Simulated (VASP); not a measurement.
Set up this calculation in VASP 6.6.1, as the native input.

* Task: single point
* Functional: revpbe exchange, lda correlation
* Potentials or basis: VASP PAW PBE potentials, release 64 (Rb_sv, Zn)
* Cutoff: 500 eV
* k mesh: 4 × 4 × 4, shifted
* Occupations: fermi-dirac, width 0.1 eV
* Spin: no spin polarisation
* Dipole correction: no
* Further INCAR settings: ALGO = Normal; EDIFF = 1e-06; NBANDS = 28

The structure of Rb3Zn lies in POSCAR:

```
Rb3Zn
1.0
    7.7218217188      0.0000004001      0.0000004890
    2.6154408859      7.2653974172      0.0000004890
   -5.1686315835     -3.6326991063      4.4401886688
Rb Zn
3 1
Direct
    0.7500000000      0.2500000000      0.5000000000
    0.2500000000      0.7500000000      0.5000000000
    0.5000000000      0.5000000000      0.0000000000
    0.0000000000      0.0000000000      0.0000000000
```

One way to write it, as run:

INCAR

```
PREC     = Accurate       # precision mode
ENCUT    = 500            # plane-wave cutoff, eV
EDIFF    = 1E-6           # SCF threshold, eV
ISMEAR   = -1             # smearing method
SIGMA    = 0.1            # smearing width, eV
LREAL    = False          # projectors in reciprocal space
LASPH    = True           # aspherical terms in the spheres
NELM     = 120            # most SCF steps
ALGO     = Normal         # electronic algorithm
ISIF     = 2              # what is computed and relaxed
LWAVE    = False          # write WAVECAR
LCHARG   = False          # write CHGCAR
GGA      = LIBXC          # functional
LIBXC1   = GGA_X_PBE_R  
LIBXC2   = LDA_C_PW     
NBANDS   = 28             # bands
GGA_COMPAT= False
```

KPOINTS

```
Automatic mesh
0
Gamma
  4 4 4
  0.5 0.5 0.5
```

Potentials or basis: VASP PAW PBE potentials, release 64 (Rb_sv, Zn).

Command:

```console
$ cat potpaw_PBE.64/Rb_sv/POTCAR potpaw_PBE.64/Zn/POTCAR > POTCAR
$ mpirun -np 1 vasp_std > vasp.out
```

Results of the run:

The pressure is 1.0 GPa and the band gap on the k mesh is zero (an odd number of electrons rules out a gap without spin polarisation).

Caveat: the PAW data sets were made with another functional, which shifts forces and pressure a little.

It took 55 s on 1 thread of Intel(R) Xeon(R) 6975P-C (Granite Rapids), on a shared host, peak memory 0.44 GiB.
